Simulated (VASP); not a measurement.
Here is a VASP 6.6.1 calculation.

The input INCAR:

```
  ALGO = Normal
  EDIFF = 1E-6
  ENCUT = 520
  GGA = PS
  ISIF = 2
  ISMEAR = 0
  LASPH = T
  LCHARG = T
  LELF = T
  LREAL = F
  LVHAR = T
  LWAVE = F
  NBANDS = 24
  NELM = 100
  PREC = Accurate
  SIGMA = 0.05
```

The input KPOINTS:

```
k-points
0
Gamma
  10 10 6
```

Contents of POSCAR:

```
SrO
1.0
    3.5366159298      0.0000000000     -0.0176830796
   -1.7683079649      3.0627992387      0.0088415398
   -0.0310650180      0.0000000000      6.2130036067
Sr O
2 2
Direct
    0.0000000000      0.0000000000      0.0000000000
    0.0000000000      0.0000000000      0.5000000000
    0.3333333333      0.6666666667      0.2500000000
    0.6666666667      0.3333333333      0.7500000000
```

Potentials or basis: VASP PAW PBE potentials, release 64 (Sr_sv, O).

The run is started by

```sh
$ cat potpaw_PBE.64/Sr_sv/POTCAR potpaw_PBE.64/O/POTCAR > POTCAR
$ mpirun -np 1 vasp_std > vasp.out
```

(1) Estimate the pressure.

(2) Estimate the band gap on the k mesh.

## Answers

(1) 0.7 GPa.

(2) 3.33 eV, direct.

Caveat: the PAW data sets were made with another functional, which shifts forces and pressure a little.
